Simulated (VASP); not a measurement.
Set up this calculation in VASP 6.6.1, as the native input.

```
Task                   : single point
Functional             : PBE
Potentials or basis    : VASP PAW PBE potentials, release 64 (Si, Mo_sv)
Cutoff                 : 500 eV
k mesh                 : 5 × 5 × 5
Occupations            : gaussian, width 0.2 eV
Spin                   : no spin polarisation
Dipole correction      : no
Further INCAR settings : ALGO = Normal; EDIFF = 1e-06; NBANDS = 31
```

The structure of SiMo3 lies in POSCAR:

```
SiMo3
1.0
    4.2981712778      0.0000000000      0.0000000000
    0.0000000000      4.2981712778      0.0000000000
    0.0000000000      0.0000000000      3.2268754562
Si Mo
1 3
Direct
    0.0000000000      0.0000000000      0.0000000000
    0.5000000000      0.5000000000      0.0000000000
    0.5000000000      0.0000000000      0.5000000000
    0.0000000000      0.5000000000      0.5000000000
```

The cell was built from a structure type or drawn by symmetry, and may not be a known phase.

The input as run:

INCAR

```
PREC     = Accurate       # precision mode
ENCUT    = 500            # plane-wave cutoff, eV
EDIFF    = 1E-6           # SCF threshold, eV
ISMEAR   = 0              # smearing method
SIGMA    = 0.2            # smearing width, eV
LREAL    = False          # projectors in reciprocal space
LASPH    = True           # aspherical terms in the spheres
NELM     = 120            # most SCF steps
ALGO     = Normal         # electronic algorithm
ISIF     = 2              # what is computed and relaxed
LWAVE    = False          # write WAVECAR
LCHARG   = False          # write CHGCAR
GGA      = PE             # functional
NBANDS   = 31             # bands
GGA_COMPAT= False
```

KPOINTS

```
Automatic mesh
0
Gamma
  5 5 5
```

Potentials or basis: VASP PAW PBE potentials, release 64 (Si, Mo_sv).

Run with:

```console
$ cat potpaw_PBE.64/Si/POTCAR potpaw_PBE.64/Mo_sv/POTCAR > POTCAR
$ mpirun -np 1 vasp_std > vasp.out
```

It gave:

The pressure is 0.5 GPa. The band gap on the k mesh is zero (bands 23 and 24 overlap by 1.40 eV).

Caveat: the k points lie up to 0.39 Å⁻¹ apart, too coarse for converged energies and pressures of a metal.

It took 21 s on 1 thread of Intel(R) Xeon(R) Platinum 8259CL CPU @ 2.50GHz (Skylake/Cascade Lake) (shared host), peak memory 0.17 GiB.
